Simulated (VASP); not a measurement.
# SnO (Pmn2_1) in VASP: single point with HSE06

Aim: the single point of SnO with HSE06.

All numbers are computed with VASP 6.6.1; they aren't measurements. Logs are shortened: lines on timing, memory, paths and dates and some standing lists are left out, and cuts for length are marked.

### Step 1. The cell of the first run

Symmetry: Pmn2_1, No. 31, orthorhombic system. Conventional cell: a = 3.303 Å, b = 5.758 Å, c = 4.001 Å, α = 90.00°, β = 90.00°, γ = 90.00°. Sn (site symmetry m) has 3 O at 2.12 to 2.13 Å within 2.8 Å. Within 2.9 Å of O (site symmetry m) lie 3 Sn at 2.12 to 2.13 Å and 4 O at 2.87 Å.

### Step 2. Single point, HSE06

POSCAR

```
SnO
1.0
    3.3031148417      0.0000000000      0.0000000000
    0.0000000000      5.7577050573      0.0000000000
    0.0000000000      0.0000000000      4.0008070726
Sn O
2 2
Direct
    0.0000000000      0.2294420242      0.5172649377
    0.5000000000      0.7705579758      0.0172649377
    0.0000000000      0.8935339404      0.7327360623
    0.5000000000      0.1064660596      0.2327360623
```

INCAR.step1

```
ALGO = Normal ; EDIFF = 1E-5
ENCUT = 520 ; GGA = PE
ISIF = 2 ; ISMEAR = 0
LASPH = T ; LCHARG = F
LREAL = F ; LWAVE = T
NBANDS = 28 ; NELM = 60
PREC = Accurate ; SIGMA = 0.01
```

INCAR.step2

```
ALGO = Normal ; EDIFF = 1E-6
ENCUT = 520 ; GGA = PE
HFSCREEN = 0.2079 ; ISIF = 2
ISMEAR = 0 ; ISTART = 1
LASPH = T ; LCHARG = F
LHFCALC = T ; LREAL = F
LWAVE = F ; NBANDS = 28
NELM = 60 ; PREC = Accurate
PRECFOCK = Normal ; SIGMA = 0.01
```

KPOINTS

```
k-points
0
Gamma
  4 2 4
```

Potentials or basis: VASP PAW PBE potentials, release 64 (Sn_d, O).

Launch:

```sh
> cat potpaw_PBE.64/Sn_d/POTCAR potpaw_PBE.64/O/POTCAR > POTCAR
> cp INCAR.step1 INCAR
> mpirun -np 1 vasp_std > vasp.out
> cp INCAR.step2 INCAR
> mpirun -np 1 vasp_std > vasp.out
```

OUTCAR:

```text
EDIFF = 1E-6
   ENCUT = 520
   GGA = PE
   HFSCREEN = 0.2079
   ISIF = 2
   ISMEAR = 0
   ISTART = 1
   LASPH = T
   LHFCALC = T
   LREAL = F
   NELM = 60
   PREC = Accurate
   PRECFOCK = Normal

 ion  position               nearest neighbor table
   1  0.000  0.229  0.517-   3 2.12   4 2.13   4 2.13   2 3.70   2 3.70   2 3.70   2 3.70
   2  0.500  0.771  0.017-   4 2.12   3 2.13   3 2.13   1 3.70   1 3.70   1 3.70   1 3.70
   3  0.000  0.894  0.733-   1 2.12   2 2.13   2 2.13
   4  0.500  0.106  0.233-   2 2.12   1 2.13   1 2.13

  LATTYP: Found a simple orthorhombic cell.
 ALAT       =     3.3031148417
 B/A-ratio  =     1.2112225170
 C/A-ratio  =     1.7431137981

  Lattice vectors:

 A1 = (  -3.3031148417,   0.0000000000,   0.0000000000)
 A2 = (   0.0000000000,   0.0000000000,   4.0008070726)
 A3 = (   0.0000000000,   5.7577050573,   0.0000000000)

Analysis of symmetry for initial positions (statically):
=====================================================================
 Subroutine PRICEL returns:
 Original cell was already a primitive cell.

 Routine SETGRP: Setting up the symmetry group for a
 simple orthorhombic supercell.

 Subroutine GETGRP returns: Found  4 space group operations
 (whereof  2 operations were pure point group operations)
 out of a pool of  8 trial point group operations.

The static configuration has the point symmetry C_1h.
 The point group associated with its full space group is C_2v.

Analysis of symmetry for dynamics (positions and initial velocities):
=====================================================================
 Subroutine PRICEL returns:
 Original cell was already a primitive cell.

 Routine SETGRP: Setting up the symmetry group for a
 simple orthorhombic supercell.

 Subroutine GETGRP returns: Found  4 space group operations
 (whereof  2 operations were pure point group operations)
 out of a pool of  8 trial point group operations.

The dynamic configuration has the point symmetry C_1h.
 The point group associated with its full space group is C_2v.

 Subroutine INISYM returns: Found  4 space group operations
 (whereof  2 operations are pure point group operations),
 and found     1 'primitive' translations

----------------------------------------------------------------------------------------

                                     Primitive cell

  volume of cell :      76.0888

  direct lattice vectors                    reciprocal lattice vectors
     3.303114842  0.000000000  0.000000000     0.302744545  0.000000000  0.000000000
     0.000000000  5.757705057  0.000000000     0.000000000  0.173680310  0.000000000
     0.000000000  0.000000000  4.000807073     0.000000000  0.000000000  0.249949568

  length of vectors
     3.303114842  5.757705057  4.000807073     0.302744545  0.173680310  0.249949568

  position of ions in fractional coordinates (direct lattice)
     0.000000000  0.229442024  0.517264938
     0.500000000  0.770557976  0.017264938
     0.000000000  0.893533940  0.732736062
     0.500000000  0.106466060  0.232736062

  ion indices of the primitive-cell ions
   primitive index   ion index
                 1           1
                 2           2
                 3           3
                 4           4

----------------------------------------------------------------------------------------

 KPOINTS: k-points

Automatic generation of k-mesh.
 Grid dimensions read from file:
 generate k-points for:    4    2    4

 Generating k-lattice:

  Cartesian coordinates                     Fractional coordinates (reciprocal lattice)
     0.075686136  0.000000000  0.000000000     0.250000000  0.000000000  0.000000000
     0.000000000  0.086840155  0.000000000     0.000000000  0.500000000  0.000000000
     0.000000000  0.000000000  0.062487392     0.000000000  0.000000000  0.250000000

  Length of vectors
     0.075686136  0.086840155  0.062487392

  Shift w.r.t. Gamma in fractional coordinates (k-lattice)
     0.000000000  0.000000000  0.000000000

 Subroutine IBZKPT returns following result:
 ===========================================

 Found     18 irreducible k-points:

 Following reciprocal coordinates:
            Coordinates               Weight
  0.000000  0.000000  0.000000      1.000000
  0.250000  0.000000  0.000000      2.000000
  0.500000  0.000000  0.000000      1.000000
  0.000000  0.500000  0.000000      1.000000
  0.250000  0.500000  0.000000      2.000000
  0.500000  0.500000  0.000000      1.000000
[... 10 lines left out ...]
  0.250000  0.500000  0.500000      2.000000
  0.500000  0.500000  0.500000      1.000000
   k-points           NKPTS =     18   k-points in BZ     NKDIM =     32   number of bands    NBANDS=     28
   number of dos      NEDOS =    301   number of ions     NIONS =      4
   total plane-waves  NPLWV =  40320
   dimension x,y,z NGX =    28 NGY =   48 NGZ =   30
   dimension x,y,z NGXF=    56 NGYF=   96 NGZF=   60
   ions per type =               2   2
   NGX,Y,Z   is equivalent  to a cutoff of  14.09, 13.86, 12.47 a.u.
   NGXF,Y,Z  is equivalent  to a cutoff of  28.18, 27.72, 24.93 a.u.
 SYSTEM =  unknown system
   PREC   = accura    normal or accurate (medium, high low for compatibility)
   ISTART =      1    job   : 0-new  1-cont  2-samecut
   ICHARG =      0    charge: 1-file 2-atom 10-const
   ISPIN  =      1    spin polarized calculation?
   LNONCOLLINEAR =      F non collinear calculations
   LSORBIT =      F    spin-orbit coupling
   LASPH  =      T    aspherical Exc in radial PAW
   ENCUT  =  520.0 eV  38.22 Ry    6.18 a.u.   6.14 10.71  7.44*2*pi/ulx,y,z
   NELM   =     60;   NELMIN=  2; NELMDL=  0     # of ELM steps
   EDIFF  = 0.1E-05   stopping-criterion for ELM
   LREAL  =      F    real-space projection
   EDIFFG = 0.1E-04   stopping-criterion for IOM
   NSW    =      0    number of steps for IOM
   IBRION =     -1    ionic relax: 0-MD 1-quasi-New 2-CG
   NFREE  =      0    steps in history (QN), initial steepest desc. (CG)
   ISIF   =      2    stress and relaxation
   ISYM   =      3    0-nonsym 1-usesym 2-fastsym
   POTIM  = 0.5000    time-step for ionic-motion
   TEBEG  =    0.0;   TEEND  =   0.0 temperature during run
   PSTRESS=    0.0 pullay stress
   NELECT =      40.0000    total number of electrons
   NUPDOWN=      -1.0000    fix difference up-down
   EMIN   =  10.00;   EMAX   =-10.00  energy-range for DOS
   EFERMI =   0.00;   METHOD = LEGACY
   ISMEAR =     0;   SIGMA  =   0.01  broadening in eV -4-tet -1-fermi 0-gaus
   EFERMI_NEDOS =   21; number of points for ismear=-14 and -15
   IALGO  =     38    algorithm
   IMIX   =      1    mixing-type and parameters
     AMIX     =   0.40;   BMIX     =  1.00
     AMIX_MAG =   1.60;   BMIX_MAG =  1.00
  volume/ion in A,a.u.               =      19.02       128.37
  Fermi-wavevector in a.u.,A,eV,Ry     =   1.321259  2.496817 23.752032  1.745725
  Thomas-Fermi vector in A             =   2.451026
   LORBIT       =      0    0 simple, 1 ext, 2 COOP (PROOUT), +10 PAW based schemes
   GGA     = PE    functional components
   LHFCALC =     T    Hartree Fock is set to
   PRECFOCK=normal    Normal, Fast or Accurate (Low or Medium for compatibility)
   ENCUT4O =  -1.0   cutoff for four orbital integrals eV
   NKREDX  =     1    reduce k-point grid by
   NKREDY  =     1    reduce k-point grid by
   NKREDZ  =     1    reduce k-point grid by
   AEXX    =    0.2500 exact exchange contribution
   HFSCREEN=    0.2079 screening length (either q_TF or 0.3 A-1)
   HFSCREENC=   0.2079 screening length for correlation (either q_TF or 0.3 A-1)
   ENCUTFOCK=  -1.0 apply spherical cutoff to Coloumb kernel
   IVDW    =     0    specifies the selected vdW correction
   LEPSILON=     F    determine dielectric tensor
   LRPA    =     F    only Hartree local field effects (RPA)
 non-spin polarized calculation
 Gauss-broadening in eV      SIGMA  =   0.01
  energy-cutoff  :      520.00
  volume of cell :       76.09
 maximum number of plane-waves:      2088
 NGX is ok and might be reduce to    28
  NGX = 20; NGY = 36; NGZ = 24

 number of electron      40.0000011 magnetization

 Free energy of the ion-electron system (eV)
  ---------------------------------------------------
  ext. energy  EPLUGINS =         0.00000000
  ---------------------------------------------------
  free energy    TOTEN  =       -27.72447628 eV

  energy without entropy =      -27.72447628  energy(sigma->0) =      -27.72447628

 E-fermi :   5.0505     XC(G=0):  -8.1260

 val. band max:        4.9650390846   @ k =   0.0000   0.0000   0.0000
 cond. band min:       7.6028847057   @ k =   0.0000   0.5000   0.5000
 fundamental gap:      2.6378456210
 Fermi energy:         5.0504730029

 k-point     1 :       0.0000    0.0000    0.0000
  band No.  band energies     occupation
      1     -18.4458      2.00000
      2     -17.9803      2.00000
      3     -17.8602      2.00000
      4     -17.8342      2.00000
      5     -17.8039      2.00000
      6     -17.7762      2.00000
[... 20 lines left out ...]
     27      14.9910      0.00000
     28      15.9438      0.00000

 k-point     2 :       0.2500    0.0000    0.0000
  band No.  band energies     occupation
      1     -18.4367      2.00000
      2     -18.1451      2.00000
      3     -17.8537      2.00000
      4     -17.8335      2.00000
      5     -17.8131      2.00000
      6     -17.7741      2.00000
[... 20 lines left out ...]
     27      14.8574      0.00000
     28      16.0511      0.00000

 k-point     3 :       0.5000    0.0000    0.0000
  band No.  band energies     occupation
      1     -18.4042      2.00000
      2     -18.4042      2.00000
      3     -17.8198      2.00000
      4     -17.8198      2.00000
      5     -17.7683      2.00000
      6     -17.7683      2.00000
[... 430 lines left out ...]
      3     -17.8554      2.00000
      4     -17.8554      2.00000
      5     -17.7810      2.00000
      6     -17.7810      2.00000
[... 20 lines left out ...]
     27      16.4573      0.00000
     28      16.4573      0.00000

 k-point    18 :       0.5000    0.5000    0.5000
  band No.  band energies     occupation
      1     -18.4404      2.00000
      2     -18.4404      2.00000
      3     -17.8447      2.00000
      4     -17.8447      2.00000
      5     -17.7461      2.00000
      6     -17.7461      2.00000
[... 20 lines left out ...]
     27      16.7734      0.00000
     28      16.7735      0.00000

------------------------ aborting loop because EDIFF is reached ----------------------------------------

  FORCE on cell =-STRESS in cart. coord.  units (eV):
  Direction    XX          YY          ZZ          XY          YZ          ZX
  --------------------------------------------------------------------------------------
  -------------------------------------------------------------------------------------
  Total        0.3865731      0.1455265      0.5787445      0.0000000      0.0000000      0.0000000
  in kB        8.1399463      3.0643043     12.1864383      0.0000000      0.0000000      0.0000000
  external PRESSURE =       7.7968963 kB  Pullay stress =       0.0000000 kB

 VOLUME and BASIS-vectors are now :
 -----------------------------------------------------------------------------
  energy-cutoff  :      520.00
  volume of cell :       76.09
      direct lattice vectors                 reciprocal lattice vectors
     3.303114842  0.000000000  0.000000000     0.302744545  0.000000000  0.000000000
     0.000000000  5.757705057  0.000000000     0.000000000  0.173680310  0.000000000
     0.000000000  0.000000000  4.000807073     0.000000000  0.000000000  0.249949568

 POSITION                                       TOTAL-FORCE (eV/Angst)
 -----------------------------------------------------------------------------------
      0.00000      1.32106      2.06948         0.000000     -0.012160     -0.037431
      1.65156      4.43665      0.06907         0.000000      0.012160     -0.037431
      0.00000      5.14470      2.93154         0.000000     -0.003911      0.037431
      1.65156      0.61300      0.93113         0.000000      0.003911      0.037431
 -----------------------------------------------------------------------------------
    total drift:                                0.000001      0.000003     -0.000480

  FREE ENERGIE OF THE ION-ELECTRON SYSTEM (eV)
  ---------------------------------------------------
  free  energy   TOTEN  =       -27.7244762754 eV

  energy  without entropy=      -27.7244762754  energy(sigma->0) =      -27.72447628
```

Wall time 42 min (1 thread of Oxide Virtual Turin-like, shared host); peak memory 0.31 GiB.

Results:

```yaml
Free_energy: -27.7245 eV
Pressure: 0.8 GPa
Largest_force: 0.039 eV/Å
Band_gap_on_the_k_mesh: 2.64 eV (least direct gap 3.46 eV)
```

Forces on the atoms (eV/Å):
```
Sn   0.000 -0.012 -0.037
Sn   0.000  0.012 -0.037
O    0.000 -0.004  0.037
O    0.000  0.004  0.037
```

Stress tensor (GPa, compression positive):
```
0.81 0.00 0.00
0.00 0.31 0.00
0.00 0.00 1.22
```

Levels at points of the mesh, in eV from the valence-band top:
```tsv
k point	band 17	band 18	band 19	band 20	band 21	band 22	band 23	band 24
(0.00, 0.00, 0.00)	-4.65	-3.38	-2.87	0.00	3.93	4.06	7.23	7.29
(0.50, 0.00, 0.00)	-3.57	-3.57	-1.36	-1.36	3.33	3.33	6.94	6.94
(0.00, 0.50, 0.00)	-4.35	-3.40	-2.33	-1.98	4.28	5.31	6.27	6.28
(0.50, 0.50, 0.00)	-3.59	-3.59	-1.08	-1.08	2.71	2.71	7.72	7.72
(0.00, 0.00, 0.50)	-4.04	-4.04	-2.02	-2.02	3.44	3.44	6.51	6.51
(0.50, 0.00, 0.50)	-4.06	-4.06	-1.11	-1.11	2.86	2.86	5.49	5.49
(0.00, 0.50, 0.50)	-3.80	-3.80	-1.76	-1.76	2.64	2.64	7.13	7.13
(0.50, 0.50, 0.50)	-4.29	-4.29	-0.50	-0.50	3.15	3.15	5.10	5.10
```

Caveat: the k points lie up to 0.55 Å⁻¹ apart; the PAW data sets were made with another functional, which shifts forces and pressure a little; spin-orbit coupling is left out, which moves the levels of the heavy elements. A k mesh can miss the band edges.
